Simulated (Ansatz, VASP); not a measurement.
MgS: VASP beside Ansatz

```
Mg S
1.0
     0.00000    2.56530    2.60676
     2.56530    0.00000    2.60676
     2.56530    2.56530    0.00000
Mg S
1 1
Direct
  0.00000 0.00000 0.00000
  0.50000 0.50000 0.50000
```

Change from the starting cell: strained cell.

Alike in both runs: functional PBEsol; k mesh 6 × 6 × 6; occupations gaussian, width 0.02 eV; no spin polarisation.

Ansatz relaxed the structure, and its values are those at the end. VASP's run is a single point on that final structure, the one shown.

|  | VASP | Ansatz |
| --- | --- | --- |
| version | VASP 6.6.1 | Ansatz 0.2.0 |
| potentials or method | VASP PAW PBE potentials, release 64 (Mg, S), cutoff 600 eV | scalar-relativistic, plane waves, PAW |
| valence electrons in the cell | 8 | 16 |

|  | VASP | Ansatz | Ansatz less VASP |
| --- | --- | --- | --- |
| gap on the k mesh at the Fermi level (eV) | 2.68 | 2.68 | -0.001 |
| least direct gap on the mesh (eV) | 3.75 | 3.75 | 0.000 |
| pressure (GPa) | 1.0 | 1.2 | +0.18 |

VASP's potentials were made for PBE, not for PBEsol, and Ansatz warns of the same on its side. VASP's potentials hold 8 valence electrons a cell and Ansatz's 16, so a difference there can come from the potentials and not from the codes. Ansatz's warnings: stress scf threshold loose.
